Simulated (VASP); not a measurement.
# Zn2PdO4 (Fd-3m) in VASP: single point with r2SCAN

Aim: the single point of Zn2PdO4 with r2SCAN.

Program: VASP 6.6.1. These are calculated values, not measurements. Logs are shortened: lines on timing, memory, paths and dates and some standing lists are left out, and cuts for length are marked.

### 1 The cell of the first run

It takes space group Fd-3m (No. 227, cubic). The conventional cell has a = 8.428 Å, b = 8.428 Å, c = 8.428 Å, α = 90.00°, β = 90.00°, γ = 90.00°. Within 2.8 Å of Zn (site symmetry -3m) lie 6 O at 2.11 Å. Within 2.4 Å of Pd (site symmetry -43m) lie 4 O at 1.82 Å. O (site symmetry 3m) has 1 Pd at 1.82 Å and 3 Zn at 2.11 Å within 2.4 Å.

### 2 Single point, r2SCAN

POSCAR

```
Zn2PdO4
1.0
    0.0000000000      4.2138844700      4.2138844700
    4.2138844700      0.0000000000      4.2138844700
    4.2138844700      4.2138844700      0.0000000000
Zn Pd O
4 2 8
Direct
    0.5000000000      0.5000000000      0.5000000000
    0.0000000000      0.5000000000      0.5000000000
    0.5000000000      0.5000000000      0.0000000000
    0.5000000000      0.0000000000      0.5000000000
    0.8750000000      0.8750000000      0.8750000000
    0.1250000000      0.1250000000      0.1250000000
    0.2500000000      0.2500000000      0.2500000000
    0.2500000000      0.7500000000      0.7500000000
    0.2500000000      0.2500000000      0.7500000000
    0.7500000000      0.2500000000      0.7500000000
    0.7500000000      0.2500000000      0.2500000000
    0.7500000000      0.7500000000      0.7500000000
    0.2500000000      0.7500000000      0.2500000000
    0.7500000000      0.7500000000      0.2500000000
```

INCAR.step1

```
PREC = Accurate
ENCUT = 520
ISMEAR = -1
SIGMA = 0.1
LREAL = F
LASPH = T
NELM = 100
NBANDS = 71
GGA = PE
ALGO = Normal
EDIFF = 1E-4
LWAVE = T
LCHARG = F
```

INCAR.step2

```
PREC = Accurate
ENCUT = 520
EDIFF = 1E-6
ISMEAR = -1
SIGMA = 0.1
LREAL = F
LASPH = T
NELM = 100
ALGO = Normal
ISIF = 2
LWAVE = F
LCHARG = F
METAGGA = R2SCAN
LMIXTAU = T
NBANDS = 71
ISTART = 1
```

KPOINTS

```
regular mesh
0
Gamma
  7 7 7
```

Potentials or basis: VASP PAW PBE potentials, release 64 (Zn, Pd, O).

Launch:

```sh
$ cat potpaw_PBE.64/Zn/POTCAR potpaw_PBE.64/Pd/POTCAR potpaw_PBE.64/O/POTCAR > POTCAR
$ cp INCAR.step1 INCAR
$ mpirun -np 1 vasp_std > vasp.out
$ cp INCAR.step2 INCAR
$ mpirun -np 1 vasp_std > vasp.out
```

OUTCAR:

```text
PREC = Accurate
   ENCUT = 520
   EDIFF = 1E-6
   ISMEAR = -1
   LREAL = F
   LASPH = T
   NELM = 100
   ISIF = 2
   METAGGA = R2SCAN
   ISTART = 1

 ion  position               nearest neighbor table
   1  0.500  0.500  0.500-   8 2.11   9 2.11  10 2.11  11 2.11  13 2.11  14 2.11   2 2.98   3 2.98
                             4 2.98   3 2.98   4 2.98   2 2.98
   2  0.000  0.500  0.500-   7 2.11   9 2.11  10 2.11  12 2.11  13 2.11  14 2.11   1 2.98   3 2.98
                             4 2.98   1 2.98   3 2.98   4 2.98
   3  0.500  0.500  0.000-   7 2.11   8 2.11  10 2.11  11 2.11  12 2.11  13 2.11   1 2.98   1 2.98
                             2 2.98   4 2.98   4 2.98   2 2.98
   4  0.500  0.000  0.500-   7 2.11   8 2.11   9 2.11  11 2.11  12 2.11  14 2.11   1 2.98   3 2.98
                             1 2.98   2 2.98   3 2.98   2 2.98
   5  0.875  0.875  0.875-   8 1.82  10 1.82  12 1.82  14 1.82
   6  0.125  0.125  0.125-   7 1.82   9 1.82  11 1.82  13 1.82
   7  0.250  0.250  0.250-   6 1.82   3 2.11   4 2.11   2 2.11
   8  0.250  0.750  0.750-   5 1.82   3 2.11   4 2.11   1 2.11
   9  0.250  0.250  0.750-   6 1.82   2 2.11   4 2.11   1 2.11
  10  0.750  0.250  0.750-   5 1.82   2 2.11   3 2.11   1 2.11
  11  0.750  0.250  0.250-   6 1.82   3 2.11   4 2.11   1 2.11
  12  0.750  0.750  0.750-   5 1.82   3 2.11   4 2.11   2 2.11
  13  0.250  0.750  0.250-   6 1.82   2 2.11   3 2.11   1 2.11
  14  0.750  0.750  0.250-   5 1.82   2 2.11   4 2.11   1 2.11

  LATTYP: Found a face centered cubic cell.
 ALAT       =     8.4277689400

  Lattice vectors:

 A1 = (   0.0000000000,   4.2138844700,   4.2138844700)
 A2 = (   4.2138844700,   0.0000000000,   4.2138844700)
 A3 = (   4.2138844700,   4.2138844700,   0.0000000000)

Analysis of symmetry for initial positions (statically):
=====================================================================
 Subroutine PRICEL returns:
 Original cell was already a primitive cell.

 Routine SETGRP: Setting up the symmetry group for a
 face centered cubic supercell.

 Subroutine GETGRP returns: Found 48 space group operations
 (whereof 12 operations were pure point group operations)
 out of a pool of 48 trial point group operations.

The static configuration has the point symmetry D_3d.
 The point group associated with its full space group is O_h .

Analysis of symmetry for dynamics (positions and initial velocities):
=====================================================================
 Subroutine PRICEL returns:
[... 143 lines left out ...]
   EFERMI =   0.00;   METHOD = LEGACY
   ISMEAR =    -1;   SIGMA  =   0.10  broadening in eV -4-tet -1-fermi 0-gaus
   EFERMI_NEDOS =   21; number of points for ismear=-14 and -15
   IALGO  =     38    algorithm
   IMIX   =      4    mixing-type and parameters
     AMIX     =   0.40;   BMIX     =  1.00
     AMIX_MAG =   1.60;   BMIX_MAG =  1.00
  volume/ion in A,a.u.               =      10.69        72.14
  Fermi-wavevector in a.u.,A,eV,Ry     =   1.503840  2.841845 30.770035  2.261534
  Thomas-Fermi vector in A             =   2.614897
   LORBIT       =      0    0 simple, 1 ext, 2 COOP (PROOUT), +10 PAW based schemes
   METAGGA = R2SCAN    functional components
   LHFCALC =     F    Hartree Fock is set to
   AEXX    =    0.0000 exact exchange contribution
   IVDW    =     0    specifies the selected vdW correction
   LEPSILON=     F    determine dielectric tensor
   LRPA    =     F    only Hartree local field effects (RPA)
 non-spin polarized calculation
  energy-cutoff  :      520.00
  volume of cell :      149.65
 maximum number of plane-waves:      4052
 NGX is ok and might be reduce to    48
   NGX = 23   NGY = 23   NGZ = 23

 number of electron     115.9999979 magnetization

 Free energy of the ion-electron system (eV)
  ---------------------------------------------------
  ext. energy  EPLUGINS =         0.00000000
  ---------------------------------------------------
  free energy    TOTEN  =      -138.25525259 eV

  energy without entropy =     -138.04977151  energy(sigma->0) =     -138.15251205

 E-fermi :   4.3116     XC(G=0): -12.4915

 val. band max:        4.2872388530   @ k =   0.4286   0.4286   0.0000
 cond. band min:       4.3140972901   @ k =  -0.1429   0.1429   0.0000
 fundamental gap:      0.0268584372
 Fermi energy:         4.3116444457

 k-point     1 :       0.0000    0.0000    0.0000
  band No.  band energies     occupation
      1     -16.6797      2.00000
      2     -15.6578      2.00000
      3     -15.6577      2.00000
      4     -15.6577      2.00000
      5     -15.5998      2.00000
      6     -15.4758      2.00000
[... 1449 lines left out ...]
     69      13.9600      0.00000
     70      14.1467      0.00000
 [bands above 70 left out]

------------------------ aborting loop because EDIFF is reached ----------------------------------------

  FORCE on cell =-STRESS in cart. coord.  units (eV):
  Direction    XX          YY          ZZ          XY          YZ          ZX
  --------------------------------------------------------------------------------------
  -------------------------------------------------------------------------------------
  Total       16.9193502     16.9193502     16.9193502     -0.0000000      0.0000000      0.0000000
  in kB      181.1408465    181.1408465    181.1408465     -0.0000000      0.0000000      0.0000000
  external PRESSURE =     181.1408465 kB  Pullay stress =       0.0000000 kB

 VOLUME and BASIS-vectors are now :
 -----------------------------------------------------------------------------
  energy-cutoff  :      520.00
  volume of cell :      149.65
      direct lattice vectors                 reciprocal lattice vectors
     0.000000000  4.213884470  4.213884470    -0.118655365  0.118655365  0.118655365
     4.213884470  0.000000000  4.213884470     0.118655365 -0.118655365  0.118655365
     4.213884470  4.213884470  0.000000000     0.118655365  0.118655365 -0.118655365

 POSITION                                       TOTAL-FORCE (eV/Angst)
 -----------------------------------------------------------------------------------
      4.21388      4.21388      4.21388         0.000000      0.000000      0.000000
      4.21388      2.10694      2.10694         0.000000      0.000000      0.000000
      2.10694      2.10694      4.21388         0.000000      0.000000      0.000000
      2.10694      4.21388      2.10694         0.000000      0.000000      0.000000
      7.37430      7.37430      7.37430         0.000000      0.000000      0.000000
      1.05347      1.05347      1.05347         0.000000      0.000000      0.000000
      2.10694      2.10694      2.10694         2.395745      2.395745      2.395745
      6.32083      4.21388      4.21388        -2.395745      2.395745      2.395745
      4.21388      4.21388      2.10694        -2.395745     -2.395745      2.395745
      4.21388      6.32083      4.21388         2.395745     -2.395745      2.395745
      2.10694      4.21388      4.21388         2.395745     -2.395745     -2.395745
      6.32083      6.32083      6.32083        -2.395745     -2.395745     -2.395745
      4.21388      2.10694      4.21388        -2.395745      2.395745     -2.395745
      4.21388      4.21388      6.32083         2.395745      2.395745     -2.395745
 -----------------------------------------------------------------------------------
    total drift:                               -0.000000     -0.000000      0.000000

  FREE ENERGIE OF THE ION-ELECTRON SYSTEM (eV)
  ---------------------------------------------------
  free  energy   TOTEN  =      -138.2552525942 eV

  energy  without entropy=     -138.0497715129  energy(sigma->0) =     -138.15251205
```

OSZICAR.step1:

```text
N       E                     dE             d eps       ncg     rms          rms(c)
DAV:   1     0.149677064229E+04    0.14968E+04   -0.54757E+04  2848   0.219E+03
DAV:   2     0.190733136571E+03   -0.13060E+04   -0.12377E+04  2896   0.596E+02
DAV:   3    -0.595255528818E+02   -0.25026E+03   -0.23769E+03  3092   0.228E+02
DAV:   4    -0.773024511940E+02   -0.17777E+02   -0.17518E+02  3272   0.671E+01
DAV:   5    -0.775899898889E+02   -0.28754E+00   -0.28686E+00  3154   0.875E+00    0.564E+01
DAV:   6    -0.661170996415E+02    0.11473E+02   -0.81683E+01  3970   0.784E+01    0.489E+01
DAV:   7    -0.614343676701E+02    0.46827E+01   -0.27998E+01  3805   0.495E+01    0.199E+01
DAV:   8    -0.613037990288E+02    0.13057E+00   -0.46395E+00  4231   0.312E+01    0.100E+01
DAV:   9    -0.612685402569E+02    0.35259E-01   -0.76993E-01  4149   0.132E+01    0.193E+00
DAV:  10    -0.612695988676E+02   -0.10586E-02   -0.13341E-01  3278   0.180E+00    0.733E-01
DAV:  11    -0.612704675382E+02   -0.86867E-03   -0.88585E-03  3219   0.719E-01    0.533E-01
DAV:  12    -0.612718770139E+02   -0.14095E-02   -0.76968E-03  3256   0.195E+00    0.297E-01
DAV:  13    -0.612710128871E+02    0.86413E-03   -0.19948E-03  3135   0.105E+00    0.156E-01
DAV:  14    -0.612706954195E+02    0.31747E-03   -0.88736E-04  2896   0.591E-01    0.597E-02
DAV:  15    -0.612706709457E+02    0.24474E-04   -0.28185E-04  1990   0.976E-02
   1 F= -.61270671E+02 E0= -.61155975E+02  d E =-.229391E+00
```

It took 9.8 min on 1 thread of Intel Xeon 6975P-C (Granite Rapids), shared host; peak memory 0.46 GiB.

What came out:

```
Free energy            : -138.2553 eV
Pressure               : 18.1 GPa
Band gap on the k mesh : zero (bands 58 and 59 overlap by 0.55 eV)
```

Levels at points of the mesh, in eV from the Fermi level:
```
           k point  band 56  band 57  band 58  band 59  band 60  band 61
(0.00, 0.00, 0.00)    -0.30     0.53     0.53     0.53     0.75     0.75
```

Caveat: the cell stands under pressure; the PAW data sets were made with another functional, which shifts forces and pressure a little.
